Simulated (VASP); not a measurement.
# Si5N (F-43m) in VASP: further runs

Si5N is run at these levels: PBE; tasks: single point.

All numbers are computed with VASP 6.6.1; they aren't measurements. Logs are shortened: lines on timing, memory, paths and dates and some standing lists are left out, and cuts for length are marked.

### Step 1. The cell of the first run

It takes space group F-43m (No. 216, cubic). Conventional cell: a = 6.987 Å, b = 6.987 Å, c = 6.987 Å, α = 90.00°, β = 90.00°, γ = 90.00°. Within 3.2 Å of Si (site symmetry 3m) lie 9 Si at 2.46 to 2.90 Å and 3 N at 2.90 Å. Si (site symmetry -43m) has 12 Si at 2.90 Å and 4 N at 3.03 Å within 3.8 Å. Within 3.8 Å of N (site symmetry -43m) lie 16 Si at 2.90 to 3.03 Å.

### Step 2. Single point, PBE, collinear spin, ferromagnetic start

INCAR

```
ALGO = Normal
EDIFF = 1E-6
ENCUT = 520
GGA = PE
ISIF = 2
ISMEAR = 0
ISPIN = 2
LASPH = True
LCHARG = True
LELF = True
LORBIT = 11
LREAL = False
LVHAR = True
LWAVE = False
MAGMOM = 0 0 0 0 0 1
NBANDS = 26
NELM = 150
PREC = Accurate
SIGMA = 0.1
```

KPOINTS

```
k-points
0
Gamma
  4 4 4
```

POSCAR

```
Si5N
1.0
    0.0000000000      3.4933319144      3.4933319144
    3.4933319144      0.0000000000      3.4933319144
    3.4933319144      3.4933319144      0.0000000000
Si N
5 1
Direct
    0.8756875128      0.8756875128      0.8756875128
    0.8756875128      0.8756875128      0.3729374616
    0.8756875128      0.3729374616      0.8756875128
    0.3729374616      0.8756875128      0.8756875128
    0.5000000000      0.5000000000      0.5000000000
    0.2500000000      0.2500000000      0.2500000000
```

Potentials or basis: VASP PAW PBE potentials, release 64 (Si, N).

Run with:

```console
$ cat potpaw_PBE.64/Si/POTCAR potpaw_PBE.64/N/POTCAR > POTCAR
$ mpirun -np 1 vasp_std > vasp.out
```

OUTCAR:

```text
EDIFF = 1E-6
   ENCUT = 520
   GGA = PE
   ISIF = 2
   ISMEAR = 0
   ISPIN = 2
   LASPH = True
   LORBIT = 11
   LREAL = False
   NELM = 150
   PREC = Accurate

 ion  position               nearest neighbor table
   1  0.876  0.876  0.876-   2 2.46   3 2.46   4 2.46   2 2.48   3 2.48   4 2.48   5 2.90   5 2.90
                             5 2.90
   2  0.876  0.876  0.373-   1 2.46   3 2.46   4 2.46   1 2.48   3 2.48   4 2.48   5 2.90   5 2.90
                             5 2.90
   3  0.876  0.373  0.876-   1 2.46   2 2.46   4 2.46   2 2.48   1 2.48   4 2.48   5 2.90   5 2.90
                             5 2.90
   4  0.373  0.876  0.876-   1 2.46   2 2.46   3 2.46   1 2.48   2 2.48   3 2.48   5 2.90   5 2.90
                             5 2.90
   5  0.500  0.500  0.500-   2 2.90   3 2.90   4 2.90   1 2.90   3 2.90   4 2.90   1 2.90   2 2.90
                             4 2.90   1 2.90   2 2.90   3 2.90
   6  0.250  0.250  0.250-

  LATTYP: Found a face centered cubic cell.
 ALAT       =     6.9866638288

  Lattice vectors:

 A1 = (   0.0000000000,   3.4933319144,   3.4933319144)
 A2 = (   3.4933319144,   0.0000000000,   3.4933319144)
 A3 = (   3.4933319144,   3.4933319144,   0.0000000000)

Analysis of symmetry for initial positions (statically):
=====================================================================
 Subroutine PRICEL returns:
 Original cell was already a primitive cell.

 Routine SETGRP: Setting up the symmetry group for a
 face centered cubic supercell.

 Subroutine GETGRP returns: Found 24 space group operations
 (whereof 24 operations were pure point group operations)
 out of a pool of 48 trial point group operations.

The static configuration has the point symmetry T_d .

Analysis of symmetry for dynamics (positions and initial velocities):
=====================================================================
 Subroutine PRICEL returns:
 Original cell was already a primitive cell.

 Routine SETGRP: Setting up the symmetry group for a
 face centered cubic supercell.

 Subroutine GETGRP returns: Found 24 space group operations
 (whereof 24 operations were pure point group operations)
 out of a pool of 48 trial point group operations.

The dynamic configuration has the point symmetry T_d .

Analysis of structural, dynamic, and magnetic symmetry:
=====================================================================
 Subroutine PRICEL returns:
 Original cell was already a primitive cell.

 Routine SETGRP: Setting up the symmetry group for a
 face centered cubic supercell.

 Subroutine GETGRP returns: Found 24 space group operations
 (whereof 24 operations were pure point group operations)
 out of a pool of 48 trial point group operations.

The overall configuration has the point symmetry T_d .

 Subroutine INISYM returns: Found 24 space group operations
 (whereof 24 operations are pure point group operations),
 and found     1 'primitive' translations

----------------------------------------------------------------------------------------

                                     Primitive cell

  volume of cell :      85.2608

  direct lattice vectors                    reciprocal lattice vectors
     0.000000000  3.493331914  3.493331914    -0.143129829  0.143129829  0.143129829
     3.493331914  0.000000000  3.493331914     0.143129829 -0.143129829  0.143129829
     3.493331914  3.493331914  0.000000000     0.143129829  0.143129829 -0.143129829

  length of vectors
     4.940317371  4.940317371  4.940317371     0.247908136  0.247908136  0.247908136

  position of ions in fractional coordinates (direct lattice)
     0.875687513  0.875687513  0.875687513
     0.875687513  0.875687513  0.372937462
     0.875687513  0.372937462  0.875687513
     0.372937462  0.875687513  0.875687513
     0.500000000  0.500000000  0.500000000
     0.250000000  0.250000000  0.250000000

  ion indices of the primitive-cell ions
   primitive index   ion index
                 1           1
                 2           2
                 3           3
                 4           4
                 5           5
                 6           6

----------------------------------------------------------------------------------------

 KPOINTS: k-points

Automatic generation of k-mesh.
 Grid dimensions read from file:
 generate k-points for:    4    4    4

 Generating k-lattice:

  Cartesian coordinates                     Fractional coordinates (reciprocal lattice)
    -0.035782457  0.035782457  0.035782457     0.250000000  0.000000000  0.000000000
     0.035782457 -0.035782457  0.035782457     0.000000000  0.250000000  0.000000000
     0.035782457  0.035782457 -0.035782457     0.000000000  0.000000000  0.250000000

  Length of vectors
     0.061977034  0.061977034  0.061977034

  Shift w.r.t. Gamma in fractional coordinates (k-lattice)
     0.000000000  0.000000000  0.000000000

 Subroutine IBZKPT returns following result:
 ===========================================

 Found      8 irreducible k-points:

 Following reciprocal coordinates:
            Coordinates               Weight
  0.000000  0.000000  0.000000      1.000000
  0.250000  0.000000  0.000000      8.000000
  0.500000  0.000000  0.000000      4.000000
  0.250000  0.250000  0.000000      6.000000
  0.500000  0.250000  0.000000     24.000000
 -0.250000  0.250000  0.000000     12.000000
  0.500000  0.500000  0.000000      3.000000
 -0.250000  0.500000  0.250000      6.000000
   k-points           NKPTS =      8   k-points in BZ     NKDIM =      8   number of bands    NBANDS=     26
   number of dos      NEDOS =    301   number of ions     NIONS =      6
   total plane-waves  NPLWV =  64000
   dimension x,y,z NGX =    40 NGY =   40 NGZ =   40
   dimension x,y,z NGXF=    80 NGYF=   80 NGZF=   80
   ions per type =               5   1
   NGX,Y,Z   is equivalent  to a cutoff of  13.46, 13.46, 13.46 a.u.
   NGXF,Y,Z  is equivalent  to a cutoff of  26.92, 26.92, 26.92 a.u.
 SYSTEM =  unknown system
   PREC   = accura    normal or accurate (medium, high low for compatibility)
   ISTART =      0    job   : 0-new  1-cont  2-samecut
   ICHARG =      2    charge: 1-file 2-atom 10-const
   ISPIN  =      2    spin polarized calculation?
   LNONCOLLINEAR =      F non collinear calculations
   LSORBIT =      F    spin-orbit coupling
   LASPH  =      T    aspherical Exc in radial PAW
   ENCUT  =  520.0 eV  38.22 Ry    6.18 a.u.   9.19  9.19  9.19*2*pi/ulx,y,z
   NELM   =    150;   NELMIN=  2; NELMDL= -5     # of ELM steps
   EDIFF  = 0.1E-05   stopping-criterion for ELM
   LREAL  =      F    real-space projection
   EDIFFG = 0.1E-04   stopping-criterion for IOM
   NSW    =      0    number of steps for IOM
   IBRION =     -1    ionic relax: 0-MD 1-quasi-New 2-CG
   NFREE  =      0    steps in history (QN), initial steepest desc. (CG)
   ISIF   =      2    stress and relaxation
   ISYM   =      2    0-nonsym 1-usesym 2-fastsym
   POTIM  = 0.5000    time-step for ionic-motion
   TEBEG  =    0.0;   TEEND  =   0.0 temperature during run
   PSTRESS=    0.0 pullay stress
   NELECT =      25.0000    total number of electrons
   NUPDOWN=      -1.0000    fix difference up-down
   EMIN   =  10.00;   EMAX   =-10.00  energy-range for DOS
   EFERMI =   0.00;   METHOD = LEGACY
   ISMEAR =     0;   SIGMA  =   0.10  broadening in eV -4-tet -1-fermi 0-gaus
   EFERMI_NEDOS =   21; number of points for ismear=-14 and -15
   IALGO  =     38    algorithm
   IMIX   =      4    mixing-type and parameters
     AMIX     =   0.40;   BMIX     =  1.00
     AMIX_MAG =   1.60;   BMIX_MAG =  1.00
  volume/ion in A,a.u.               =      14.21        95.89
  Fermi-wavevector in a.u.,A,eV,Ry     =   1.087606  2.055278 16.094156  1.182887
  Thomas-Fermi vector in A             =   2.223769
   LORBIT       =     11    0 simple, 1 ext, 2 COOP (PROOUT), +10 PAW based schemes
   GGA     = PE    functional components
   LHFCALC =     F    Hartree Fock is set to
   AEXX    =    0.0000 exact exchange contribution
   IVDW    =     0    specifies the selected vdW correction
   LEPSILON=     F    determine dielectric tensor
   LRPA    =     F    only Hartree local field effects (RPA)
 spin polarized calculation
 Gauss-broadening in eV      SIGMA  =   0.10
  energy-cutoff  :      520.00
  volume of cell :       85.26
 maximum number of plane-waves:      2332
 NGX is ok and might be reduce to    40
   NGX = 19   NGY = 19   NGZ = 19

 number of electron      25.0000002 magnetization       0.1213191

 Free energy of the ion-electron system (eV)
  ---------------------------------------------------
  ext. energy  EPLUGINS =         0.00000000
  ---------------------------------------------------
  free energy    TOTEN  =       -28.12231697 eV

  energy without entropy =      -28.10181498  energy(sigma->0) =      -28.11206597

 E-fermi :   8.6897     XC(G=0): -10.9593

 val. band max:        8.6191448669   @ k =   0.5000   0.5000   0.0000
 cond. band min:       8.7164643115   @ k =   0.5000   0.2500   0.0000
 fundamental gap:      0.0973194446
 Fermi energy:         8.6896608865

 spin component 1

 k-point     1 :       0.0000    0.0000    0.0000
  band No.  band energies     occupation
      1      -6.1924      1.00000
      2      -2.7687      1.00000
      3       0.9498      1.00000
      4       3.3312      1.00000
      5       3.4631      1.00000
      6       3.4631      1.00000
[... 16 lines left out ...]
     23      17.3999      0.00000
     24      17.3999      0.00000

 k-point     2 :       0.2500    0.0000    0.0000
  band No.  band energies     occupation
      1      -5.7271      1.00000
      2      -3.0769      1.00000
      3      -0.5254      1.00000
      4       1.5347      1.00000
      5       2.5722      1.00000
      6       2.5722      1.00000
[... 16 lines left out ...]
     23      17.5936      0.00000
     24      18.3764      0.00000
[... 133 lines left out ...]
     23      16.8920      0.00000
     24      16.8920      0.00000

 k-point     8 :      -0.2500    0.5000    0.2500
  band No.  band energies     occupation
      1      -4.3517      1.00000
      2      -2.9575      1.00000
      3      -2.8651      1.00000
      4      -1.1407      1.00000
      5       1.6223      1.00000
      6       3.7302      1.00000
[... 16 lines left out ...]
     23      14.6741      0.00000
     24      14.6940      0.00000
 Fermi energy:         8.6896608865

 spin component 2

 k-point     1 :       0.0000    0.0000    0.0000
  band No.  band energies     occupation
      1      -6.1484      1.00000
      2      -2.6433      1.00000
      3       0.9578      1.00000
      4       3.3394      1.00000
      5       3.4764      1.00000
      6       3.4764      1.00000
[... 16 lines left out ...]
     23      17.3979      0.00000
     24      17.3979      0.00000

 k-point     2 :       0.2500    0.0000    0.0000
  band No.  band energies     occupation
      1      -5.6757      1.00000
      2      -2.9703      1.00000
      3      -0.5125      1.00000
      4       1.5460      1.00000
      5       2.5787      1.00000
      6       2.5787      1.00000
[... 16 lines left out ...]
     23      17.5919      0.00000
     24      18.3850      0.00000
[... 133 lines left out ...]
     23      16.9121      0.00000
     24      16.9121      0.00000

 k-point     8 :      -0.2500    0.5000    0.2500
  band No.  band energies     occupation
      1      -4.2071      1.00000
      2      -2.9480      1.00000
      3      -2.8609      1.00000
      4      -1.1376      1.00000
      5       1.6421      1.00000
      6       3.7398      1.00000
[... 16 lines left out ...]
     23      14.6744      0.00000
     24      14.6939      0.00000
 [bands above 24 left out]

------------------------ aborting loop because EDIFF is reached ----------------------------------------

  FORCE on cell =-STRESS in cart. coord.  units (eV):
  Direction    XX          YY          ZZ          XY          YZ          ZX
  --------------------------------------------------------------------------------------
  -------------------------------------------------------------------------------------
  Total       -0.0727340     -0.0727340     -0.0727340     -0.0000000      0.0000000      0.0000000
  in kB       -1.3667790     -1.3667790     -1.3667790     -0.0000000      0.0000000      0.0000000
  external PRESSURE =      -1.3667790 kB  Pullay stress =       0.0000000 kB

 VOLUME and BASIS-vectors are now :
 -----------------------------------------------------------------------------
  energy-cutoff  :      520.00
  volume of cell :       85.26
      direct lattice vectors                 reciprocal lattice vectors
     0.000000000  3.493331914  3.493331914    -0.143129829  0.143129829  0.143129829
     3.493331914  0.000000000  3.493331914     0.143129829 -0.143129829  0.143129829
     3.493331914  3.493331914  0.000000000     0.143129829  0.143129829 -0.143129829

 POSITION                                       TOTAL-FORCE (eV/Angst)
 -----------------------------------------------------------------------------------
      6.11813      6.11813      6.11813        -0.002235     -0.002235     -0.002235
      4.36186      4.36186      6.11813         0.002235      0.002235     -0.002235
      4.36186      6.11813      4.36186         0.002235     -0.002235      0.002235
      6.11813      4.36186      4.36186        -0.002235      0.002235      0.002235
      3.49333      3.49333      3.49333         0.000000      0.000000      0.000000
      1.74667      1.74667      1.74667         0.000000      0.000000      0.000000
 -----------------------------------------------------------------------------------
    total drift:                                0.000000      0.000000      0.000000

  FREE ENERGIE OF THE ION-ELECTRON SYSTEM (eV)
  ---------------------------------------------------
  free  energy   TOTEN  =       -28.1223169667 eV

  energy  without entropy=      -28.1018149766  energy(sigma->0) =      -28.11206597

 total charge

# of ion       s       p       d       tot
------------------------------------------
    1        0.825   0.761   0.000   1.586
    2        0.825   0.761   0.000   1.586
    3        0.825   0.761   0.000   1.586
    4        0.825   0.761   0.000   1.586
    5        0.918   0.546   0.000   1.464
    6        1.354   2.008   0.000   3.362
--------------------------------------------------
tot          5.574   5.597   0.000  11.171

 magnetization (x)

# of ion       s       p       d       tot
------------------------------------------
    1        0.001   0.001   0.000   0.002
    2        0.001   0.001   0.000   0.002
    3        0.001   0.001   0.000   0.002
    4        0.001   0.001   0.000   0.002
    5        0.002  -0.001   0.000   0.001
    6        0.002   0.080   0.000   0.082
--------------------------------------------------
tot          0.010   0.082   0.000   0.092
```

It used 83 s of CPU time on 1 thread of Intel Xeon 6975P-C, with other jobs on the host.

What came out:

```
Free energy                                           : -28.1223 eV
Pressure                                              : -0.1 GPa
Largest force                                         : 0.004 eV/Å
Net moment                                            : 0.12 μB per cell
Site moments                                          : Si +0.00; N +0.08 μB
Valence electrons inside the program's atomic spheres : Si 1.59, 1.46; N 3.36
```

Forces on the atoms (eV/Å):
```
Si  -0.002 -0.002 -0.002
Si   0.002  0.002 -0.002
Si   0.002 -0.002  0.002
Si  -0.002  0.002  0.002
Si   0.000  0.000  0.000
N    0.000  0.000  0.000
```

Levels at points of the mesh, in eV from the Fermi level:
Spin up:
| k point | band 8 | band 9 | band 10 | band 11 | band 12 | band 13 | band 14 | band 15 | band 16 | band 17 |
| --- | --- | --- | --- | --- | --- | --- | --- | --- | --- | --- |
| (0.00, 0.00, 0.00) | -5.20 | -5.20 | -5.20 | -2.40 | -2.40 | -2.40 | -1.93 | -1.93 | 3.00 | 3.00 |
| (0.50, 0.00, 0.00) | -5.20 | -2.97 | -1.87 | -0.96 | -0.96 | -0.08 | -0.08 | 0.87 | 2.69 | 2.69 |
| (0.50, 0.50, 0.00) | -1.49 | -1.04 | -1.04 | -0.17 | 0.11 | 0.11 | 0.41 | 1.17 | 1.72 | 1.82 |
Spin down:
| k point | band 8 | band 9 | band 10 | band 11 | band 12 | band 13 | band 14 | band 15 | band 16 | band 17 |
| --- | --- | --- | --- | --- | --- | --- | --- | --- | --- | --- |
| (0.00, 0.00, 0.00) | -5.20 | -5.20 | -5.20 | -2.33 | -2.33 | -2.33 | -1.93 | -1.93 | 3.07 | 3.07 |
| (0.50, 0.00, 0.00) | -5.18 | -2.96 | -1.80 | -0.89 | -0.89 | -0.07 | -0.07 | 0.95 | 2.74 | 2.74 |
| (0.50, 0.50, 0.00) | -1.44 | -0.94 | -0.94 | -0.07 | 0.14 | 0.14 | 0.42 | 1.17 | 1.72 | 1.83 |

Caveat: the k points lie up to 0.39 Å⁻¹ apart.

(Part 1 of 2 ends here.)
